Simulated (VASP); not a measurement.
# CdF2 (Fm-3m) in VASP: a series of runs

CdF2 is run at these levels: r2SCAN; tasks: single point.

All numbers are computed with VASP 6.6.1; they aren't measurements. Logs are shortened: lines on timing, memory, paths and dates and some standing lists are left out, and cuts for length are marked.

## 1. The cell of the first run

The structure is cubic, space group Fm-3m (No. 225). The conventional cell has a = 5.388 Å, b = 5.388 Å, c = 5.388 Å, α = 90.00°, β = 90.00°, γ = 90.00°. Within 3.1 Å of Cd (site symmetry m-3m) lie 8 F at 2.33 Å. Within 3.1 Å of F (site symmetry -43m) lie 4 Cd at 2.33 Å and 6 F at 2.69 Å.

## 2. Single point, r2SCAN

POSCAR

```
CdF2
1.0
    0.0000000000      2.6940000000      2.6940000000
    2.6940000000      0.0000000000      2.6940000000
    2.6940000000      2.6940000000      0.0000000000
Cd F
1 2
Direct
    0.0000000000      0.0000000000      0.0000000000
    0.2500000000      0.2500000000      0.2500000000
    0.7500000000      0.7500000000      0.7500000000
```

INCAR.step1

```
SYSTEM = CdF2
PREC     = Accurate       ! precision mode
ENCUT    = 770            ! plane-wave cutoff, eV
ISMEAR   = 0              ! smearing method
SIGMA    = 0.02           ! smearing width, eV
LREAL    = .False.        ! projectors in reciprocal space
LASPH    = .True.         ! aspherical terms in the spheres
NELM     = 120            ! most SCF steps
NBANDS   = 24             ! bands
GGA      = PE             ! functional
ALGO     = Normal         ! electronic algorithm
EDIFF    = 1E-5           ! SCF threshold, eV
LWAVE    = .True.         ! write WAVECAR
LCHARG   = .False.        ! write CHGCAR
GGA_COMPAT= .False.
```

INCAR.step2

```
SYSTEM = CdF2
PREC     = Accurate       ! precision mode
ENCUT    = 770            ! plane-wave cutoff, eV
EDIFF    = 1E-6           ! SCF threshold, eV
ISMEAR   = 0              ! smearing method
SIGMA    = 0.02           ! smearing width, eV
LREAL    = .False.        ! projectors in reciprocal space
LASPH    = .True.         ! aspherical terms in the spheres
NELM     = 120            ! most SCF steps
ALGO     = Normal         ! electronic algorithm
ISIF     = 2              ! what is computed and relaxed
LWAVE    = .False.        ! write WAVECAR
LCHARG   = .False.        ! write CHGCAR
METAGGA  = R2SCAN         ! meta-GGA
LMIXTAU  = .True.       
NBANDS   = 24             ! bands
ISTART   = 1            
GGA_COMPAT= .False.
```

KPOINTS

```
Automatic mesh
0
Gamma
  8 8 8
  0 0 0
```

Potentials or basis: VASP PAW PBE potentials, release 64 (Cd_sv_GW, F).

Run with:

```
cat potpaw_PBE.64/Cd_sv_GW/POTCAR potpaw_PBE.64/F/POTCAR > POTCAR
cp INCAR.step1 INCAR
mpirun -np 1 vasp_std > vasp.out
cp INCAR.step2 INCAR
mpirun -np 1 vasp_std > vasp.out
```

OUTCAR:

```text
SYSTEM = CdF2
   PREC = Accurate
   ENCUT = 770
   EDIFF = 1E-6
   ISMEAR = 0
   LREAL = .False.
   LASPH = .True.
   NELM = 120
   ISIF = 2
   METAGGA = R2SCAN
   ISTART = 1

 ion  position               nearest neighbor table
   1  0.000  0.000  0.000-
   2  0.250  0.250  0.250-
   3  0.750  0.750  0.750-

  LATTYP: Found a face centered cubic cell.
 ALAT       =     5.3880000000

  Lattice vectors:

 A1 = (   0.0000000000,   2.6940000000,   2.6940000000)
 A2 = (   2.6940000000,   0.0000000000,   2.6940000000)
 A3 = (   2.6940000000,   2.6940000000,   0.0000000000)

Analysis of symmetry for initial positions (statically):
=====================================================================
 Subroutine PRICEL returns:
 Original cell was already a primitive cell.

 Routine SETGRP: Setting up the symmetry group for a
 face centered cubic supercell.

 Subroutine GETGRP returns: Found 48 space group operations
 (whereof 48 operations were pure point group operations)
 out of a pool of 48 trial point group operations.

The static configuration has the point symmetry O_h .

Analysis of symmetry for dynamics (positions and initial velocities):
=====================================================================
 Subroutine PRICEL returns:
 Original cell was already a primitive cell.

 Routine SETGRP: Setting up the symmetry group for a
 face centered cubic supercell.

 Subroutine GETGRP returns: Found 48 space group operations
 (whereof 48 operations were pure point group operations)
 out of a pool of 48 trial point group operations.

The dynamic configuration has the point symmetry O_h .

 Subroutine INISYM returns: Found 48 space group operations
 (whereof 48 operations are pure point group operations),
 and found     1 'primitive' translations

----------------------------------------------------------------------------------------

                                     Primitive cell

  volume of cell :      39.1041

  direct lattice vectors                    reciprocal lattice vectors
     0.000000000  2.694000000  2.694000000    -0.185597624  0.185597624  0.185597624
     2.694000000  0.000000000  2.694000000     0.185597624 -0.185597624  0.185597624
     2.694000000  2.694000000  0.000000000     0.185597624  0.185597624 -0.185597624

  length of vectors
     3.809891337  3.809891337  3.809891337     0.321464515  0.321464515  0.321464515

  position of ions in fractional coordinates (direct lattice)
     0.000000000  0.000000000  0.000000000
     0.250000000  0.250000000  0.250000000
     0.750000000  0.750000000  0.750000000

  ion indices of the primitive-cell ions
   primitive index   ion index
                 1           1
                 2           2
                 3           3

----------------------------------------------------------------------------------------

 KPOINTS: Automatic mesh

Automatic generation of k-mesh.
 Grid dimensions read from file:
 generate k-points for:    8    8    8

 Generating k-lattice:

  Cartesian coordinates                     Fractional coordinates (reciprocal lattice)
    -0.023199703  0.023199703  0.023199703     0.125000000  0.000000000  0.000000000
     0.023199703 -0.023199703  0.023199703     0.000000000  0.125000000  0.000000000
     0.023199703  0.023199703 -0.023199703     0.000000000  0.000000000  0.125000000

  Length of vectors
     0.040183064  0.040183064  0.040183064

  Shift w.r.t. Gamma in fractional coordinates (k-lattice)
     0.000000000  0.000000000  0.000000000

 Subroutine IBZKPT returns following result:
 ===========================================

 Found     29 irreducible k-points:

 Following reciprocal coordinates:
            Coordinates               Weight
  0.000000  0.000000  0.000000      1.000000
  0.125000  0.000000  0.000000      8.000000
  0.250000  0.000000  0.000000      8.000000
  0.375000  0.000000  0.000000      8.000000
  0.500000  0.000000  0.000000      4.000000
  0.125000  0.125000  0.000000      6.000000
[... 16 lines left out ...]
  0.500000  0.250000  0.125000     48.000000
 -0.375000  0.250000  0.125000     24.000000
 [... further k-points ...]
   k-points           NKPTS =     29   k-points in BZ     NKDIM =     29   number of bands    NBANDS=     24
   number of dos      NEDOS =    301   number of ions     NIONS =      3
   total plane-waves  NPLWV =  46656
   dimension x,y,z NGX =    36 NGY =   36 NGZ =   36
   dimension x,y,z NGXF=    72 NGYF=   72 NGZF=   72
   ions per type =               1   2
   NGX,Y,Z   is equivalent  to a cutoff of  15.71, 15.71, 15.71 a.u.
   NGXF,Y,Z  is equivalent  to a cutoff of  31.42, 31.42, 31.42 a.u.
 SYSTEM =  CdF2
   PREC   = accura    normal or accurate (medium, high low for compatibility)
   ISTART =      1    job   : 0-new  1-cont  2-samecut
   ICHARG =      0    charge: 1-file 2-atom 10-const
   ISPIN  =      1    spin polarized calculation?
   LNONCOLLINEAR =      F non collinear calculations
   LSORBIT =      F    spin-orbit coupling
   LASPH  =      T    aspherical Exc in radial PAW
   ENCUT  =  770.0 eV  56.59 Ry    7.52 a.u.   8.62  8.62  8.62*2*pi/ulx,y,z
   NELM   =    120;   NELMIN=  2; NELMDL=  0     # of ELM steps
   EDIFF  = 0.1E-05   stopping-criterion for ELM
   LREAL  =      F    real-space projection
   EDIFFG = 0.1E-04   stopping-criterion for IOM
   NSW    =      0    number of steps for IOM
   IBRION =     -1    ionic relax: 0-MD 1-quasi-New 2-CG
   NFREE  =      0    steps in history (QN), initial steepest desc. (CG)
   ISIF   =      2    stress and relaxation
   ISYM   =      2    0-nonsym 1-usesym 2-fastsym
   POTIM  = 0.5000    time-step for ionic-motion
   TEBEG  =    0.0;   TEEND  =   0.0 temperature during run
   PSTRESS=    0.0 pullay stress
   NELECT =      34.0000    total number of electrons
   NUPDOWN=      -1.0000    fix difference up-down
   EMIN   =  10.00;   EMAX   =-10.00  energy-range for DOS
   EFERMI =   0.00;   METHOD = LEGACY
   ISMEAR =     0;   SIGMA  =   0.02  broadening in eV -4-tet -1-fermi 0-gaus
   EFERMI_NEDOS =   21; number of points for ismear=-14 and -15
   IALGO  =     38    algorithm
   IMIX   =      4    mixing-type and parameters
     AMIX     =   0.40;   BMIX     =  1.00
     AMIX_MAG =   1.60;   BMIX_MAG =  1.00
  volume/ion in A,a.u.               =      13.03        87.96
  Fermi-wavevector in a.u.,A,eV,Ry     =   1.562525  2.952743 33.218397  2.441483
  Thomas-Fermi vector in A             =   2.665430
   LORBIT       =      0    0 simple, 1 ext, 2 COOP (PROOUT), +10 PAW based schemes
   METAGGA = R2SCAN    functional components
   LHFCALC =     F    Hartree Fock is set to
   AEXX    =    0.0000 exact exchange contribution
   IVDW    =     0    specifies the selected vdW correction
   LEPSILON=     F    determine dielectric tensor
   LRPA    =     F    only Hartree local field effects (RPA)
 non-spin polarized calculation
 Gauss-broadening in eV      SIGMA  =   0.02
  energy-cutoff  :      770.00
  volume of cell :       39.10
 maximum number of plane-waves:      1924
 NGX is ok and might be reduce to    36
   NGX = 17   NGY = 17   NGZ = 17

 number of electron      33.9999995 magnetization

 Free energy of the ion-electron system (eV)
  ---------------------------------------------------
  ext. energy  EPLUGINS =         0.00000000
  ---------------------------------------------------
  free energy    TOTEN  =       -33.84555043 eV

  energy without entropy =      -33.84555043  energy(sigma->0) =      -33.84555043

 E-fermi :   0.3312     XC(G=0): -11.2070

 val. band max:        0.0729585704   @ k =  -0.2500   0.5000   0.2500
 cond. band min:       3.8617977775   @ k =   0.0000   0.0000   0.0000
 fundamental gap:      3.7888392070
 Fermi energy:         0.3311768340

 k-point     1 :       0.0000    0.0000    0.0000
  band No.  band energies     occupation
      1    -100.9085      2.00000
      2     -61.1071      2.00000
      3     -61.1071      2.00000
      4     -61.1071      2.00000
      5     -21.8498      2.00000
      6     -20.7904      2.00000
[... 16 lines left out ...]
     23      20.9749      0.00000
     24      20.9749      0.00000

 k-point     2 :       0.1250    0.0000    0.0000
  band No.  band energies     occupation
      1    -100.9084      2.00000
      2     -61.1075      2.00000
      3     -61.1072      2.00000
      4     -61.1072      2.00000
      5     -21.8023      2.00000
      6     -20.8326      2.00000
[... 16 lines left out ...]
     23      20.5381      0.00000
     24      20.5381      0.00000

 k-point     3 :       0.2500    0.0000    0.0000
  band No.  band energies     occupation
      1    -100.9084      2.00000
      2     -61.1083      2.00000
      3     -61.1073      2.00000
      4     -61.1073      2.00000
      5     -21.6732      2.00000
      6     -20.9472      2.00000
[... 16 lines left out ...]
     23      19.8114      0.00000
     24      20.3196      0.00000

 k-point     4 :       0.3750    0.0000    0.0000
  band No.  band energies     occupation
      1    -100.9084      2.00000
      2     -61.1092      2.00000
      3     -61.1075      2.00000
      4     -61.1075      2.00000
      5     -21.4954      2.00000
      6     -21.1080      2.00000
[... 16 lines left out ...]
     23      19.2724      0.00000
     24      19.8624      0.00000

 k-point     5 :       0.5000    0.0000    0.0000
  band No.  band energies     occupation
      1    -100.9084      2.00000
      2     -61.1095      2.00000
      3     -61.1075      2.00000
      4     -61.1075      2.00000
      5     -21.3319      2.00000
      6     -21.2638      2.00000
[... 16 lines left out ...]
     23      19.0664      0.00000
     24      19.4833      0.00000

 k-point     6 :       0.1250    0.1250    0.0000
  band No.  band energies     occupation
      1    -100.9084      2.00000
      2     -61.1075      2.00000
      3     -61.1073      2.00000
      4     -61.1073      2.00000
      5     -21.7877      2.00000
      6     -20.8448      2.00000
[... 16 lines left out ...]
     23      20.3889      0.00000
     24      21.0909      0.00000
[... 379 lines left out ...]
 k-point    21 :       0.5000    0.5000    0.0000
  band No.  band energies     occupation
      1    -100.9083      2.00000
      2     -61.1095      2.00000
      3     -61.1080      2.00000
      4     -61.1080      2.00000
      5     -21.4048      2.00000
      6     -21.1463      2.00000
[... 16 lines left out ...]
     23      20.6106      0.00000
     24      22.1192      0.00000

 k-point    22 :       0.3750    0.2500    0.1250
  band No.  band energies     occupation
      1    -100.9084      2.00000
      2     -61.1086      2.00000
      3     -61.1078      2.00000
      4     -61.1075      2.00000
      5     -21.5836      2.00000
      6     -21.0192      2.00000
[... 16 lines left out ...]
     23      20.4144      0.00000
     24      23.0358      0.00000

 k-point    23 :       0.5000    0.2500    0.1250
  band No.  band energies     occupation
      1    -100.9084      2.00000
      2     -61.1091      2.00000
      3     -61.1081      2.00000
      4     -61.1076      2.00000
      5     -21.4406      2.00000
      6     -21.1435      2.00000
[... 16 lines left out ...]
     23      19.8187      0.00000
     24      22.9014      0.00000

 k-point    24 :      -0.3750    0.2500    0.1250
  band No.  band energies     occupation
      1    -100.9084      2.00000
      2     -61.1092      2.00000
      3     -61.1082      2.00000
      4     -61.1077      2.00000
      5     -21.3050      2.00000
      6     -21.2709      2.00000
[... 16 lines left out ...]
     23      19.5756      0.00000
     24      23.1217      0.00000

 [... further k-points ...]

------------------------ aborting loop because EDIFF is reached ----------------------------------------

  FORCE on cell =-STRESS in cart. coord.  units (eV):
  Direction    XX          YY          ZZ          XY          YZ          ZX
  --------------------------------------------------------------------------------------
  -------------------------------------------------------------------------------------
  Total       -0.0956573     -0.0956573     -0.0956573      0.0000000      0.0000000      0.0000000
  in kB       -3.9192759     -3.9192759     -3.9192759      0.0000000      0.0000000      0.0000000
  external PRESSURE =      -3.9192759 kB  Pullay stress =       0.0000000 kB

 VOLUME and BASIS-vectors are now :
 -----------------------------------------------------------------------------
  energy-cutoff  :      770.00
  volume of cell :       39.10
      direct lattice vectors                 reciprocal lattice vectors
     0.000000000  2.694000000  2.694000000    -0.185597624  0.185597624  0.185597624
     2.694000000  0.000000000  2.694000000     0.185597624 -0.185597624  0.185597624
     2.694000000  2.694000000  0.000000000     0.185597624  0.185597624 -0.185597624

 POSITION                                       TOTAL-FORCE (eV/Angst)
 -----------------------------------------------------------------------------------
      0.00000      0.00000      0.00000        -0.000000     -0.000000     -0.000000
      1.34700      1.34700      1.34700         0.000000     -0.000000      0.000000
      4.04100      4.04100      4.04100        -0.000000      0.000000      0.000000
 -----------------------------------------------------------------------------------
    total drift:                               -0.000000      0.000000      0.000000

  FREE ENERGIE OF THE ION-ELECTRON SYSTEM (eV)
  ---------------------------------------------------
  free  energy   TOTEN  =       -33.8455504263 eV

  energy  without entropy=      -33.8455504263  energy(sigma->0) =      -33.84555043
```

Run time: 3 min. Hardware: 1 thread of Intel Xeon Platinum 8375C at 2.90GHz (Ice Lake), shared host; peak memory 0.26 GiB.

What came out:

```
Free energy            : -33.8456 eV
Pressure               : -0.4 GPa
Band gap on the k mesh : 3.79 eV (least direct gap 4.31 eV)
```

Levels at points of the mesh, in eV from the valence-band top:
```tsv
k point	band 14	band 15	band 16	band 17	band 18	band 19	band 20	band 21
(0.00, 0.00, 0.00)	-0.99	-0.52	-0.52	-0.52	3.79	13.61	13.61	13.61
(0.50, 0.00, 0.00)	-1.85	-1.85	-0.41	-0.41	8.02	9.70	15.61	15.61
(0.50, 0.50, 0.00)	-2.96	-0.52	-0.09	-0.09	8.91	10.58	12.21	15.31
```

Caveat: the PAW data sets were made with another functional, which shifts forces and pressure a little.

## 3. Single point, r2SCAN

This run uses another cell than the first one, of 9.90 Å³/atom.

POSCAR

```
CdF2
1.0
    0.0000000000      2.4583094167      2.4583094167
    2.4583094167      0.0000000000      2.4583094167
    2.4583094167      2.4583094167      0.0000000000
Cd F
1 2
Direct
    0.0000000000      0.0000000000      0.0000000000
    0.2500000000      0.2500000000      0.2500000000
    0.7500000000      0.7500000000      0.7500000000
```

INCAR.step1

```
SYSTEM = CdF2
PREC     = Accurate       ! precision mode
ENCUT    = 520            ! plane-wave cutoff, eV
ISMEAR   = 0              ! smearing method
SIGMA    = 0.02           ! smearing width, eV
LREAL    = .False.        ! projectors in reciprocal space
LASPH    = .True.         ! aspherical terms in the spheres
NELM     = 80             ! most SCF steps
NBANDS   = 20             ! bands
GGA      = PE             ! functional
ALGO     = Normal         ! electronic algorithm
EDIFF    = 1E-4           ! SCF threshold, eV
LWAVE    = .True.         ! write WAVECAR
LCHARG   = .False.        ! write CHGCAR
```

INCAR.step2

```
SYSTEM = CdF2
PREC     = Accurate       ! precision mode
ENCUT    = 520            ! plane-wave cutoff, eV
EDIFF    = 1E-6           ! SCF threshold, eV
ISMEAR   = 0              ! smearing method
SIGMA    = 0.02           ! smearing width, eV
LREAL    = .False.        ! projectors in reciprocal space
LASPH    = .True.         ! aspherical terms in the spheres
NELM     = 80             ! most SCF steps
ALGO     = Normal         ! electronic algorithm
ISIF     = 2              ! what is computed and relaxed
LWAVE    = .False.        ! write WAVECAR
LCHARG   = .False.        ! write CHGCAR
METAGGA  = R2SCAN         ! meta-GGA
LMIXTAU  = .True.       
NBANDS   = 20             ! bands
ISTART   = 1
```

KPOINTS

```
regular mesh
0
Gamma
  8 8 8
  0 0 0
```

Potentials or basis: VASP PAW PBE potentials, release 64 (Cd, F).

Run with:

```
cat potpaw_PBE.64/Cd/POTCAR potpaw_PBE.64/F/POTCAR > POTCAR
cp INCAR.step1 INCAR
mpirun -np 1 vasp_std > vasp.out
cp INCAR.step2 INCAR
mpirun -np 1 vasp_std > vasp.out
```

Run time: 81 s. Hardware: 1 thread of Intel Xeon 8259CL, shared host; peak memory 0.17 GiB.

The run converged. Its results:

| Item | Value |
| --- | --- |
| Free energy | -32.2140 eV |
| Pressure | 64.2 GPa |
| Band gap on the k mesh | 4.75 eV (least direct gap 4.76 eV) |

Levels at points of the mesh, in eV from the valence-band top:
| k point | band 11 | band 12 | band 13 | band 14 | band 15 | band 16 |
| --- | --- | --- | --- | --- | --- | --- |
| (0.00, 0.00, 0.00) | -0.01 | -0.01 | -0.01 | 4.75 | 14.75 | 14.75 |
| (0.50, 0.00, 0.00) | -3.26 | -0.11 | -0.11 | 10.31 | 10.38 | 18.20 |
| (0.50, 0.50, 0.00) | -1.32 | -0.13 | -0.13 | 11.21 | 12.23 | 12.76 |

Caveat: the cell stands under pressure; the PAW data sets were made with another functional, which shifts forces and pressure a little. A k mesh can miss the band edges.
